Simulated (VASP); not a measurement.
# Al2O3 (P-3m1) in VASP: settings compared, part 2 of 2

VASP 6.6.1. The steps go on from the part before.

## (5) Single point, PBEsol (volume scaled by 1.02)

INCAR

```
  PREC = Accurate
  ENCUT = 520
  EDIFF = 1E-7
  ISMEAR = -1
  SIGMA = 0.05
  LREAL = F
  LASPH = T
  NELM = 60
  ALGO = Normal
  ISIF = 2
  LWAVE = F
  LCHARG = T
  GGA = PS
  LELF = T
  LVHAR = T
  NBANDS = 20
```

KPOINTS

```
regular mesh
0
Gamma
  10 10 4
```

POSCAR

```
Al2O3
1.0
    3.0374664545      0.0000000000      0.0000000000
   -1.5187332272      2.6305231128      0.0000000000
    0.0000000000      0.0000000000      7.6248006165
Al O
2 3
Direct
    0.0000000000      0.0000000000      0.7220490000
    0.0000000000      0.0000000000      0.2779510000
    0.0000000000      0.0000000000      0.5000000000
    0.6666666667      0.3333333333      0.8005460000
    0.3333333333      0.6666666667      0.1994540000
```

Potentials or basis: VASP PAW PBE potentials, release 64 (Al, O).

On the command line:

```
$ cat potpaw_PBE.64/Al/POTCAR potpaw_PBE.64/O/POTCAR > POTCAR
$ mpirun -np 1 vasp_std > vasp.out
```

OUTCAR:

```text
PREC = Accurate
   ENCUT = 520
   EDIFF = 1E-7
   ISMEAR = -1
   LREAL = F
   LASPH = T
   NELM = 60
   ISIF = 2
   GGA = PS

 ion  position               nearest neighbor table
   1  0.000  0.000  0.722-   3 1.69   4 1.85   4 1.85   4 1.85
   2  0.000  0.000  0.278-   3 1.69   5 1.85   5 1.85   5 1.85
   3  0.000  0.000  0.500-   1 1.69   2 1.69
   4  0.667  0.333  0.801-   1 1.85   1 1.85   1 1.85
   5  0.333  0.667  0.199-   2 1.85   2 1.85   2 1.85

  LATTYP: Found a hexagonal cell.
 ALAT       =     3.0374664545
 C/A-ratio  =     2.5102501479

  Lattice vectors:

 A1 = (   3.0374664545,   0.0000000000,   0.0000000000)
 A2 = (  -1.5187332272,   2.6305231128,   0.0000000000)
 A3 = (   0.0000000000,   0.0000000000,   7.6248006165)

Analysis of symmetry for initial positions (statically):
=====================================================================
 Subroutine PRICEL returns:
 Original cell was already a primitive cell.

 Routine SETGRP: Setting up the symmetry group for a
 hexagonal supercell.

 Subroutine GETGRP returns: Found 12 space group operations
 (whereof 12 operations were pure point group operations)
 out of a pool of 24 trial point group operations.

The static configuration has the point symmetry D_3d.

Analysis of symmetry for dynamics (positions and initial velocities):
=====================================================================
 Subroutine PRICEL returns:
 Original cell was already a primitive cell.

 Routine SETGRP: Setting up the symmetry group for a
 hexagonal supercell.

 Subroutine GETGRP returns: Found 12 space group operations
 (whereof 12 operations were pure point group operations)
 out of a pool of 24 trial point group operations.

The dynamic configuration has the point symmetry D_3d.

 Subroutine INISYM returns: Found 12 space group operations
[... 120 lines left out ...]
   IALGO  =     38    algorithm
   IMIX   =      4    mixing-type and parameters
     AMIX     =   0.40;   BMIX     =  1.00
     AMIX_MAG =   1.60;   BMIX_MAG =  1.00
  volume/ion in A,a.u.               =      12.18        82.23
  Fermi-wavevector in a.u.,A,eV,Ry     =   1.200101  2.267862 19.595695  1.440243
  Thomas-Fermi vector in A             =   2.335946
   LORBIT       =      0    0 simple, 1 ext, 2 COOP (PROOUT), +10 PAW based schemes
   GGA     = PS    functional components
   LHFCALC =     F    Hartree Fock is set to
   AEXX    =    0.0000 exact exchange contribution
   IVDW    =     0    specifies the selected vdW correction
   LEPSILON=     F    determine dielectric tensor
   LRPA    =     F    only Hartree local field effects (RPA)
 non-spin polarized calculation
  energy-cutoff  :      520.00
  volume of cell :       60.92
 maximum number of plane-waves:      1656
 NGX is ok and might be reduce to    24
   NGX = 11   NGY = 11   NGZ = 29

 number of electron      24.0000020 magnetization

 Free energy of the ion-electron system (eV)
  ---------------------------------------------------
  ext. energy  EPLUGINS =         0.00000000
  ---------------------------------------------------
  free energy    TOTEN  =       -37.69212359 eV

  energy without entropy =      -37.69212359  energy(sigma->0) =      -37.69212359

 E-fermi :   4.6755     XC(G=0):  -9.8534

 val. band max:        3.5909533774   @ k =   0.0000   0.0000   0.0000
 cond. band min:       5.6479808240   @ k =   0.0000   0.0000   0.0000
 fundamental gap:      2.0570274466
 Fermi energy:         4.6755364595

 k-point     1 :       0.0000    0.0000    0.0000
  band No.  band energies     occupation
      1     -15.8632      2.00000
      2     -15.6767      2.00000
      3     -13.1377      2.00000
      4      -2.2469      2.00000
      5      -0.8636      2.00000
      6      -0.1163      2.00000
[... 541 lines left out ...]
     19      14.5480      0.00000
     20      16.5002      0.00000

 [... further k-points ...]

------------------------ aborting loop because EDIFF is reached ----------------------------------------

  FORCE on cell =-STRESS in cart. coord.  units (eV):
  Direction    XX          YY          ZZ          XY          YZ          ZX
  --------------------------------------------------------------------------------------
  -------------------------------------------------------------------------------------
  Total       -2.5230933     -2.5230933     -2.3310098     -0.0000000     -0.0000000     -0.0000000
  in kB      -66.3531876    -66.3531876    -61.3017073     -0.0000000     -0.0000000     -0.0000000
  external PRESSURE =     -64.6693608 kB  Pullay stress =       0.0000000 kB

 VOLUME and BASIS-vectors are now :
 -----------------------------------------------------------------------------
  energy-cutoff  :      520.00
  volume of cell :       60.92
      direct lattice vectors                 reciprocal lattice vectors
     3.037466455  0.000000000  0.000000000     0.329221743  0.190076262  0.000000000
    -1.518733227  2.630523113  0.000000000     0.000000000  0.380152524  0.000000000
     0.000000000  0.000000000  7.624800616     0.000000000  0.000000000  0.131150970

 POSITION                                       TOTAL-FORCE (eV/Angst)
 -----------------------------------------------------------------------------------
      0.00000      0.00000      5.50548         0.000000      0.000000     -0.274486
      0.00000      0.00000      2.11932        -0.000000      0.000000      0.274486
      0.00000      0.00000      3.81240        -0.000000      0.000000      0.000000
      1.51873      0.87684      6.10400        -0.000000     -0.000000     -0.338574
     -0.00000      1.75368      1.52080         0.000000      0.000000      0.338574
 -----------------------------------------------------------------------------------
    total drift:                                0.000000      0.000000     -0.000000

  FREE ENERGIE OF THE ION-ELECTRON SYSTEM (eV)
  ---------------------------------------------------
  free  energy   TOTEN  =       -37.6921235885 eV

  energy  without entropy=      -37.6921235885  energy(sigma->0) =      -37.69212359
```

Run time: 88 s. Hardware: 1 thread of AMD EPYC 7R43 (Zen 3), shared host; peak memory 0.16 GiB.

What came out:

- Free energy: -37.6921 eV
- Pressure: -6.5 GPa
- Largest force: 0.339 eV/Å
- Band gap on the k mesh: 2.06 eV, direct

Forces on the atoms (eV/Å):
```
Al   0.000  0.000 -0.274
Al   0.000  0.000  0.274
O    0.000  0.000  0.000
O    0.000  0.000 -0.339
O    0.000  0.000  0.339
```

Levels at points of the mesh, in eV from the valence-band top:
| k point | band 8 | band 9 | band 10 | band 11 | band 12 | band 13 | band 14 | band 15 | band 16 | band 17 |
| --- | --- | --- | --- | --- | --- | --- | --- | --- | --- | --- |
| (0.00, 0.00, 0.00) | -3.69 | -3.69 | -2.33 | 0.00 | 0.00 | 2.06 | 4.03 | 7.10 | 10.24 | 10.33 |
| (0.50, 0.00, 0.00) | -4.27 | -3.53 | -3.08 | -1.74 | -0.47 | 4.41 | 5.97 | 7.91 | 8.67 | 9.38 |
| (0.00, 0.00, 0.50) | -3.69 | -3.64 | -3.09 | 0.00 | 0.00 | 3.02 | 3.07 | 7.84 | 8.51 | 11.66 |
| (0.50, 0.00, 0.50) | -4.32 | -3.41 | -3.30 | -1.68 | -0.47 | 4.83 | 5.40 | 7.82 | 8.40 | 10.08 |

Caveat: the PAW data sets were made with another functional, which shifts forces and pressure a little. A k mesh can miss the band edges.

## (6) Summary

| level | potentials or basis | cell | gap on the mesh (eV) | pressure (GPa) | largest force (eV/Å) |
| --- | --- | --- | --- | --- | --- |
| LDA | VASP PAW LDA potentials, release 64 (Al, O) | a = 3.017, b = 3.017, c = 7.575 Å, angles 90.0, 90.0, 120.0°, 5 atoms | 2.19 | -7.6 | 0.43 |
| PBEsol | VASP PAW PBE potentials, release 64 (Al, O) | a = 3.017, b = 3.017, c = 7.575 Å, angles 90.0, 90.0, 120.0°, 5 atoms | 2.19 | -3.5 | 0.19 |
| LDA | VASP PAW LDA potentials, release 64 (Al, O) | a = 3.037, b = 3.037, c = 7.625 Å, angles 90.0, 90.0, 120.0°, 5 atoms | 2.05 | -10.4 | 0.58 |
| PBEsol | VASP PAW PBE potentials, release 64 (Al, O) | a = 3.037, b = 3.037, c = 7.625 Å, angles 90.0, 90.0, 120.0°, 5 atoms | 2.06 | -6.5 | 0.34 |

Alike in all rows: task single point; no spin polarisation; k mesh 10 × 10 × 4; cutoff (eV) 520; smearing fermi-dirac 0.05 eV.

Caveats: the PAW data sets were made with another functional, which shifts forces and pressure a little (some runs).

Absolute energies hang on the potentials; compare differences alone.
